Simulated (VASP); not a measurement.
# Al2Pt (Amm2) in VASP: further runs

The runs below take Al2Pt through single point, relaxation of cell and atoms, with PBE.

All numbers are computed with VASP 6.6.1; they aren't measurements. Logs are shortened: lines on timing, memory, paths and dates and some standing lists are left out, and cuts for length are marked.

**1. The cell of the first run**

Symmetry: Amm2, No. 38, orthorhombic system. The conventional cell has a = 4.139 Å, b = 8.130 Å, c = 5.757 Å, α = 90.00°, β = 90.00°, γ = 90.00°. Al (site symmetry mm2) has 4 Pt at 2.61 Å and 6 Al at 2.67 to 2.79 Å within 3.4 Å. Al (site symmetry m) has 4 Pt at 2.55 to 2.86 Å and 7 Al at 2.67 to 3.20 Å within 3.4 Å. Within 3.4 Å of Al (site symmetry mm2) lie 4 Pt at 2.60 to 2.70 Å and 6 Al at 2.79 to 2.93 Å. Within 3.4 Å of Pt (site symmetry m) lie 8 Al at 2.55 to 2.86 Å and 3 Pt at 3.04 to 3.10 Å.

**2. Single point, PBE**

File INCAR:

```
PREC = Accurate
ENCUT = 520
EDIFF = 1E-7
ISMEAR = 0
SIGMA = 0.1
LREAL = F
LASPH = T
NELM = 100
ALGO = Fast
ISIF = 2
LWAVE = F
LCHARG = T
GGA = PE
LELF = T
LVHAR = T
NBANDS = 25
```

File KPOINTS:

```
regular mesh
0
Gamma
  4 4 4
```

File POSCAR:

```
Al2Pt
1.0
    4.1388884403      0.0000000000      0.0000000000
    0.0000000000      4.0649342208      2.8785574389
    0.0000000000     -4.0649342208      2.8785574389
Al Pt
4 2
Direct
    0.0000000000      0.5996143445      0.5996143445
    0.0000000000      0.3631722710      0.0344206021
    0.0000000000      0.0344206021      0.3631722710
    0.5000000000      0.9242665488      0.9242665488
    0.5000000000      0.3487747213      0.7301221240
    0.5000000000      0.7301221240      0.3487747213
```

Potentials or basis: VASP PAW PBE potentials, release 64 (Al, Pt).

Run with:

```console
$ cat potpaw_PBE.64/Al/POTCAR potpaw_PBE.64/Pt/POTCAR > POTCAR
$ mpirun -np 1 vasp_std > vasp.out
```

OUTCAR:

```text
PREC = Accurate
   ENCUT = 520
   EDIFF = 1E-7
   ISMEAR = 0
   LREAL = F
   LASPH = T
   NELM = 100
   ISIF = 2
   GGA = PE

 ion  position               nearest neighbor table
   1  0.000  0.600  0.600-   5 2.61   6 2.61   5 2.61   6 2.61   2 2.67   3 2.67   2 2.79   3 2.79
                             4 2.79   4 2.79
   2  0.000  0.363  0.034-   5 2.55   5 2.55   1 2.67   3 2.67   1 2.79   6 2.86   6 2.86   4 2.93
                             4 2.93   3 3.20   3 3.20
   3  0.000  0.034  0.363-   6 2.55   6 2.55   1 2.67   2 2.67   1 2.79   5 2.86   5 2.86   4 2.93
                             4 2.93   2 3.20   2 3.20
   4  0.500  0.924  0.924-   5 2.60   6 2.60   6 2.70   5 2.70   1 2.79   1 2.79   3 2.93   2 2.93
                             2 2.93   3 2.93
   5  0.500  0.349  0.730-   2 2.55   2 2.55   4 2.60   1 2.61   1 2.61   4 2.70   3 2.86   3 2.86
                             6 3.04   6 3.04   6 3.10
   6  0.500  0.730  0.349-   3 2.55   3 2.55   4 2.60   1 2.61   1 2.61   4 2.70   2 2.86   2 2.86
                             5 3.04   5 3.04   5 3.10

  LATTYP: Found a base centered orthorhombic cell.
 ALAT       =     5.7571148778
 B/A-ratio  =     1.4121428205
 C/A-ratio  =     0.7189171188

  Lattice vectors:

 A1 = (   0.0000000000,   4.0649342208,   2.8785574389)
 A2 = (   0.0000000000,  -4.0649342208,   2.8785574389)
 A3 = (   4.1388884403,   0.0000000000,   0.0000000000)

Analysis of symmetry for initial positions (statically):
=====================================================================
 Subroutine PRICEL returns:
 Original cell was already a primitive cell.

 Routine SETGRP: Setting up the symmetry group for a
 base centered orthorhombic supercell.

 Subroutine GETGRP returns: Found  4 space group operations
 (whereof  4 operations were pure point group operations)
 out of a pool of  8 trial point group operations.

The static configuration has the point symmetry C_2v.

Analysis of symmetry for dynamics (positions and initial velocities):
=====================================================================
 Subroutine PRICEL returns:
 Original cell was already a primitive cell.

 Routine SETGRP: Setting up the symmetry group for a
 base centered orthorhombic supercell.

 Subroutine GETGRP returns: Found  4 space group operations
 (whereof  4 operations were pure point group operations)
 out of a pool of  8 trial point group operations.

The dynamic configuration has the point symmetry C_2v.

 Subroutine INISYM returns: Found  4 space group operations
 (whereof  4 operations are pure point group operations),
 and found     1 'primitive' translations

[... 104 lines left out ...]
   ISIF   =      2    stress and relaxation
   ISYM   =      2    0-nonsym 1-usesym 2-fastsym
   POTIM  = 0.5000    time-step for ionic-motion
   TEBEG  =    0.0;   TEEND  =   0.0 temperature during run
   PSTRESS=    0.0 pullay stress
   NELECT =      32.0000    total number of electrons
   NUPDOWN=      -1.0000    fix difference up-down
   EMIN   =  10.00;   EMAX   =-10.00  energy-range for DOS
   EFERMI =   0.00;   METHOD = LEGACY
   ISMEAR =     0;   SIGMA  =   0.10  broadening in eV -4-tet -1-fermi 0-gaus
   EFERMI_NEDOS =   21; number of points for ismear=-14 and -15
   IALGO  =     68    algorithm
   IMIX   =      4    mixing-type and parameters
     AMIX     =   0.40;   BMIX     =  1.00
     AMIX_MAG =   1.60;   BMIX_MAG =  1.00
  volume/ion in A,a.u.               =      16.14       108.94
  Fermi-wavevector in a.u.,A,eV,Ry     =   1.131733  2.138666 17.426619  1.280820
  Thomas-Fermi vector in A             =   2.268433
   LORBIT       =      0    0 simple, 1 ext, 2 COOP (PROOUT), +10 PAW based schemes
   GGA     = PE    functional components
   LHFCALC =     F    Hartree Fock is set to
   AEXX    =    0.0000 exact exchange contribution
   IVDW    =     0    specifies the selected vdW correction
   LEPSILON=     F    determine dielectric tensor
   LRPA    =     F    only Hartree local field effects (RPA)
 non-spin polarized calculation
 RMM-DIIS sequential band-by-band and
 Gauss-broadening in eV      SIGMA  =   0.10
  energy-cutoff  :      520.00
  volume of cell :       96.86
 maximum number of plane-waves:      2636
 NGX is ok and might be reduce to    32
   NGX = 15   NGY = 19   NGZ = 19

 number of electron      31.9999999 magnetization

 Free energy of the ion-electron system (eV)
  ---------------------------------------------------
  ext. energy  EPLUGINS =         0.00000000
  ---------------------------------------------------
  free energy    TOTEN  =       -30.89213524 eV

  energy without entropy =      -30.87907969  energy(sigma->0) =      -30.88560747

 E-fermi :   8.9202     XC(G=0): -11.1286

 val. band max:        8.8624449964   @ k =   0.2500   0.2500   0.0000
 cond. band min:       8.9295021307   @ k =   0.2500  -0.2500   0.2500
 fundamental gap:      0.0670571344
 Fermi energy:         8.9201550812

 k-point     1 :       0.0000    0.0000    0.0000
  band No.  band energies     occupation
      1      -1.9881      2.00000
      2       2.4495      2.00000
      3       2.9311      2.00000
      4       3.4251      2.00000
      5       4.1786      2.00000
      6       4.2903      2.00000
[... 577 lines left out ...]
     24      15.7555      0.00000
     25      17.0432      0.00000

------------------------ aborting loop because EDIFF is reached ----------------------------------------

  FORCE on cell =-STRESS in cart. coord.  units (eV):
  Direction    XX          YY          ZZ          XY          YZ          ZX
  --------------------------------------------------------------------------------------
  -------------------------------------------------------------------------------------
  Total        0.6318107     -0.6396175     -0.0102983      0.0000000      0.0000000      0.0000000
  in kB       10.4509415    -10.5800755     -0.1703475      0.0000000      0.0000000      0.0000000
  external PRESSURE =      -0.0998272 kB  Pullay stress =       0.0000000 kB

 VOLUME and BASIS-vectors are now :
 -----------------------------------------------------------------------------
  energy-cutoff  :      520.00
  volume of cell :       96.86
      direct lattice vectors                 reciprocal lattice vectors
     4.138888440  0.000000000  0.000000000     0.241610764  0.000000000  0.000000000
     0.000000000  4.064934221  2.878557439     0.000000000  0.123003220  0.173698115
     0.000000000 -4.064934221  2.878557439     0.000000000 -0.123003220  0.173698115

 POSITION                                       TOTAL-FORCE (eV/Angst)
 -----------------------------------------------------------------------------------
      0.00000      0.00000      3.45205         0.000000      0.000000     -0.118478
      0.00000      1.33635      1.14449         0.000000      0.154330      0.022086
      0.00000     -1.33635      1.14449         0.000000     -0.154330      0.022086
      2.06944      0.00000      5.32111         0.000000      0.000000      0.015316
      2.06944     -1.55015      3.10567         0.000000      0.128349      0.029495
      2.06944      1.55015      3.10567         0.000000     -0.128349      0.029495
 -----------------------------------------------------------------------------------
    total drift:                                0.000000      0.000000     -0.000133

  FREE ENERGIE OF THE ION-ELECTRON SYSTEM (eV)
  ---------------------------------------------------
  free  energy   TOTEN  =       -30.8921352424 eV

  energy  without entropy=      -30.8790796890  energy(sigma->0) =      -30.88560747
```

Wall time 28 s (1 thread of Intel Xeon 6975P-C (Granite Rapids), shared host); peak memory 0.23 GiB.

What came out:

| Property | Result |
| --- | --- |
| Free energy | -30.8921 eV |
| Pressure | 0.0 GPa |
| Largest force | 0.156 eV/Å |
| Band gap on the k mesh | zero (bands 16 and 17 overlap by 2.06 eV) |

Forces on the atoms (eV/Å):
```
Al   0.000  0.000 -0.118
Al   0.000  0.154  0.022
Al   0.000 -0.154  0.022
Al   0.000  0.000  0.015
Pt   0.000  0.128  0.029
Pt   0.000 -0.128  0.029
```

Levels at points of the mesh, in eV from the Fermi level:
| k point | band 14 | band 15 | band 16 | band 17 | band 18 | band 19 |
| --- | --- | --- | --- | --- | --- | --- |
| (0.00, 0.00, 0.00) | -2.01 | -1.38 | -0.32 | -0.18 | 0.58 | 2.28 |
| (0.50, 0.00, 0.00) | -1.36 | -1.33 | -0.93 | 0.13 | 1.03 | 2.25 |
| (0.00, 0.50, 0.00) | -1.45 | 0.46 | 0.48 | 1.04 | 1.64 | 2.37 |
| (0.50, 0.50, 0.00) | -2.45 | -2.37 | -1.30 | 0.76 | 1.19 | 2.57 |
| (0.00, 0.50, 0.50) | -1.26 | 0.89 | 1.34 | 1.73 | 2.29 | 3.31 |
| (0.50, 0.50, 0.50) | -2.97 | -2.53 | -2.50 | -0.55 | -0.23 | 4.87 |

Caveat: the k points lie up to 0.38 Å⁻¹ apart, too coarse for converged energies and pressures of a metal; spin-orbit coupling is left out, which moves the levels of the heavy elements.

**3. Single point, PBE**

File INCAR:

```
ALGO     = Fast           # electronic algorithm
EDIFF    = 1E-7           # SCF threshold, eV
ENCUT    = 520            # plane-wave cutoff, eV
GGA      = PE             # functional
ISIF     = 2              # what is computed and relaxed
ISMEAR   = 0              # smearing method
LASPH    = T              # aspherical terms in the spheres
LCHARG   = T              # write CHGCAR
LELF     = T              # ELF
LREAL    = F              # projectors in reciprocal space
LVHAR    = T            
LWAVE    = F              # write WAVECAR
NBANDS   = 25             # bands
NELM     = 80             # most SCF steps
PREC     = Accurate       # precision mode
SIGMA    = 0.1            # smearing width, eV
```

File KPOINTS:

```
k-points
0
Gamma
  10 8 8
```

File POSCAR:

```
Al2Pt
1.0
    4.1588649030      0.0000000000      0.0000000000
    0.0000000000      4.0584739062      2.8705651862
    0.0000000000     -4.0584739062      2.8705651862
Al Pt
4 2
Direct
    0.0000000000      0.5975995498      0.5975995498
    0.0000000000      0.3634995050      0.0336080197
    0.0000000000      0.0336080197      0.3634995050
    0.5000000000      0.9234169258      0.9234169258
    0.5000000000      0.3502712137      0.7319753978
    0.5000000000      0.7319753978      0.3502712137
```

Potentials or basis: VASP PAW PBE potentials, release 64 (Al, Pt).

Run with:

```console
$ cat potpaw_PBE.64/Al/POTCAR potpaw_PBE.64/Pt/POTCAR > POTCAR
$ mpirun -np 1 vasp_std > vasp.out
```

OUTCAR:

```text
EDIFF = 1E-7
   ENCUT = 520
   GGA = PE
   ISIF = 2
   ISMEAR = 0
   LASPH = T
   LREAL = F
   NELM = 80
   PREC = Accurate

 ion  position               nearest neighbor table
   1  0.000  0.598  0.598-   5 2.61   6 2.61   5 2.61   6 2.61   2 2.65   3 2.65   2 2.78   3 2.78
                             4 2.80   4 2.80
   2  0.000  0.363  0.034-   5 2.55   5 2.55   1 2.65   3 2.68   1 2.78   6 2.87   6 2.87   4 2.93
                             4 2.93   3 3.19   3 3.19
   3  0.000  0.034  0.363-   6 2.55   6 2.55   1 2.65   2 2.68   1 2.78   5 2.87   5 2.87   4 2.93
                             4 2.93   2 3.19   2 3.19
[... 889 lines left out ...]
  Total       -0.0911641     -0.0904760     -0.0435615      0.0000000      0.0000000      0.0000000
  in kB       -1.5072994     -1.4959229     -0.7202415      0.0000000      0.0000000      0.0000000
  external PRESSURE =      -1.2411546 kB  Pullay stress =       0.0000000 kB

 VOLUME and BASIS-vectors are now :
 -----------------------------------------------------------------------------
  energy-cutoff  :      520.00
  volume of cell :       96.90
      direct lattice vectors                 reciprocal lattice vectors
     4.158864903  0.000000000  0.000000000     0.240450225  0.000000000  0.000000000
     0.000000000  4.058473906  2.870565186     0.000000000  0.123199018  0.174181726
     0.000000000 -4.058473906  2.870565186     0.000000000 -0.123199018  0.174181726

 POSITION                                       TOTAL-FORCE (eV/Angst)
 -----------------------------------------------------------------------------------
      0.00000      0.00000      3.43090         0.000000      0.000000      0.003321
      0.00000      1.33886      1.13992         0.000000      0.003840     -0.003090
      0.00000     -1.33886      1.13992         0.000000     -0.003840     -0.003090
      2.07943      0.00000      5.30146         0.000000      0.000000     -0.002097
      2.07943     -1.54914      3.10666         0.000000     -0.001571      0.002478
      2.07943      1.54914      3.10666         0.000000      0.001571      0.002478
 -----------------------------------------------------------------------------------
    total drift:                                0.000000      0.000000     -0.000171

  FREE ENERGIE OF THE ION-ELECTRON SYSTEM (eV)
  ---------------------------------------------------
  free  energy   TOTEN  =       -30.9438857886 eV

  energy  without entropy=      -30.9328850336  energy(sigma->0) =      -30.93838541
```

OSZICAR:

```text
N       E                     dE             d eps       ncg     rms          rms(c)
DAV:   1     0.112795333609E+03    0.11280E+03   -0.13591E+04  6300   0.112E+03
DAV:   2    -0.276268731910E+02   -0.14042E+03   -0.12680E+03  7380   0.200E+02
DAV:   3    -0.324725740806E+02   -0.48457E+01   -0.47461E+01  7894   0.342E+01
DAV:   4    -0.325209255744E+02   -0.48351E-01   -0.48299E-01  7042   0.392E+00
DAV:   5    -0.325215687814E+02   -0.64321E-03   -0.64311E-03  7904   0.488E-01    0.135E+01
RMM:   6    -0.313410102249E+02    0.11806E+01   -0.72020E+00  6308   0.133E+01    0.562E+00
RMM:   7    -0.310059728666E+02    0.33504E+00   -0.65580E-01  6364   0.432E+00    0.299E+00
RMM:   8    -0.309514486928E+02    0.54524E-01   -0.10545E-01  6507   0.144E+00    0.703E-01
RMM:   9    -0.309442883323E+02    0.71604E-02   -0.19803E-02  6933   0.751E-01    0.248E-01
RMM:  10    -0.309438724538E+02    0.41588E-03   -0.25340E-03  7107   0.268E-01    0.781E-02
RMM:  11    -0.309438850567E+02   -0.12603E-04   -0.72240E-04  7110   0.140E-01    0.490E-02
RMM:  12    -0.309438851186E+02   -0.61854E-07   -0.16271E-04  7108   0.727E-02    0.189E-02
RMM:  13    -0.309438882700E+02   -0.31514E-05   -0.59137E-05  7123   0.426E-02    0.133E-02
RMM:  14    -0.309438856307E+02    0.26393E-05   -0.15994E-05  7006   0.228E-02    0.447E-03
RMM:  15    -0.309438855007E+02    0.13003E-06   -0.38235E-06  7272   0.103E-02    0.254E-03
RMM:  16    -0.309438858466E+02   -0.34595E-06   -0.52690E-07  6003   0.399E-03    0.393E-03
RMM:  17    -0.309438857422E+02    0.10439E-06   -0.16382E-07  4458   0.222E-03    0.137E-03
RMM:  18    -0.309438857886E+02   -0.46401E-07   -0.41113E-08  3858   0.117E-03
   1 F= -.30943886E+02 E0= -.30938385E+02  d E =-.110008E-01
```

stdout:

```text
POSCAR found type information on POSCAR AlPt
 POSCAR found :  2 types and       6 ions
 scaLAPACK will be used
 LDA part: xc-table for (Slater+PW92), standard interpolation
 POSCAR, INCAR and KPOINTS ok, starting setup
 FFT: planning ... GRIDC
 FFT: planning ... GRID_SOFT
 FFT: planning ... GRID
 WAVECAR not read
 entering main loop
```

Wall time 2.2 min (1 thread of Intel Xeon 6975P-C (Granite Rapids), shared host); peak memory 0.4 GiB.

Results:

```yaml
Free_energy: -30.9439 eV
Pressure: -0.1 GPa
Largest_force: 0.005 eV/Å
Band_gap_on_the_k_mesh: zero (bands 16 and 17 overlap by 2.00 eV)
```

Forces on the atoms (eV/Å):
```
Al   0.000  0.000  0.003
Al   0.000  0.004 -0.003
Al   0.000 -0.004 -0.003
Al   0.000  0.000 -0.002
Pt   0.000 -0.002  0.002
Pt   0.000  0.002  0.002
```

Levels at points of the mesh, in eV from the Fermi level:
| k point | band 12 | band 13 | band 14 | band 15 | band 16 | band 17 | band 18 | band 19 | band 20 | band 21 |
| --- | --- | --- | --- | --- | --- | --- | --- | --- | --- | --- |
| (0.00, 0.00, 0.00) | -3.18 | -2.12 | -2.03 | -1.41 | -0.32 | -0.20 | 0.55 | 2.19 | 4.29 | 4.95 |
| (0.50, 0.00, 0.00) | -3.29 | -2.50 | -1.36 | -1.35 | -0.94 | 0.11 | 1.03 | 2.17 | 2.40 | 2.65 |
| (0.00, 0.50, 0.00) | -3.15 | -2.32 | -1.49 | 0.37 | 0.46 | 0.98 | 1.63 | 2.30 | 3.42 | 3.96 |
| (0.50, 0.50, 0.00) | -3.29 | -2.96 | -2.48 | -2.40 | -1.31 | 0.74 | 1.18 | 2.56 | 3.49 | 4.09 |
| (0.00, 0.50, 0.50) | -3.11 | -2.84 | -1.28 | 0.78 | 1.26 | 1.68 | 2.21 | 3.24 | 3.39 | 3.66 |
| (0.50, 0.50, 0.50) | -3.45 | -3.12 | -2.99 | -2.56 | -2.50 | -0.58 | -0.23 | 4.85 | 5.29 | 5.39 |

Caveat: spin-orbit coupling is left out, which moves the levels of the heavy elements.

(Part 1 of 2 ends here.)
